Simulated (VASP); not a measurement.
Set up this calculation in VASP 6.6.1, as the native input.

```yaml
Task: single point
Functional: r2SCAN
Potentials_or_basis: VASP PAW PBE potentials, release 64 (Sn_d)
Cutoff: 520 eV
k_mesh: 11 × 11 × 8
Occupations: fermi-dirac, width 1 eV
Spin: no spin polarisation
Dipole_correction: no
Further_INCAR_settings: ALGO = Normal; EDIFF = 1e-06; NBANDS = 21
```

The system is Sn.

```
Sn
1.0
    -2.94828    2.95040    1.58882
     2.95040   -2.94828    1.58882
     2.94605    2.94605   -1.58493
Sn
2
Cartesian
  2.9503 -2.9481 1.5888
  -0.0004 2.9486 0.7964
```

The input as run:

POSCAR

```
Sn
1.0
   -2.9482820713      2.9504023647      1.5888172584
    2.9504023647     -2.9482820713      1.5888172584
    2.9460530987      2.9460530987     -1.5849306448
Sn
2
Direct
    0.0000251473      0.9999748527      0.0000000000
    0.7499748527      0.2500251473      0.5000000000
```

INCAR.step1

```
ALGO = Normal
EDIFF = 1E-4
ENCUT = 520
GGA = PE
ISMEAR = -1
LASPH = True
LCHARG = False
LREAL = False
LWAVE = True
NBANDS = 21
NELM = 60
PREC = Accurate
SIGMA = 1.0
```

INCAR.step2

```
ALGO = Normal
EDIFF = 1E-6
ENCUT = 520
ISIF = 2
ISMEAR = -1
ISTART = 1
LASPH = True
LCHARG = True
LELF = True
LMIXTAU = True
LREAL = False
LVHAR = True
LWAVE = False
METAGGA = R2SCAN
NBANDS = 21
NELM = 60
PREC = Accurate
SIGMA = 1.0
```

KPOINTS

```
k-points
0
Gamma
  11 11 8
```

Potentials or basis: VASP PAW PBE potentials, release 64 (Sn_d).

Launch:

```sh
$ cat potpaw_PBE.64/Sn_d/POTCAR > POTCAR
$ cp INCAR.step1 INCAR
$ mpirun -np 1 vasp_std > vasp.out
$ cp INCAR.step2 INCAR
$ mpirun -np 1 vasp_std > vasp.out
```

It gave:

```yaml
Pressure: 4.8 GPa
Band_gap_on_the_k_mesh: zero (band 14 reaches 9.18 eV, above the bottom of band 15 at 5.33 eV)
```

Caveat: the PAW data sets were made with another functional, which shifts forces and pressure a little; spin-orbit coupling is left out, which moves the levels of the heavy elements.

Run time: 6.8 min on 1 thread of Intel(R) Xeon(R) 6975P-C (Granite Rapids) (shared host), peak memory 0.39 GiB.
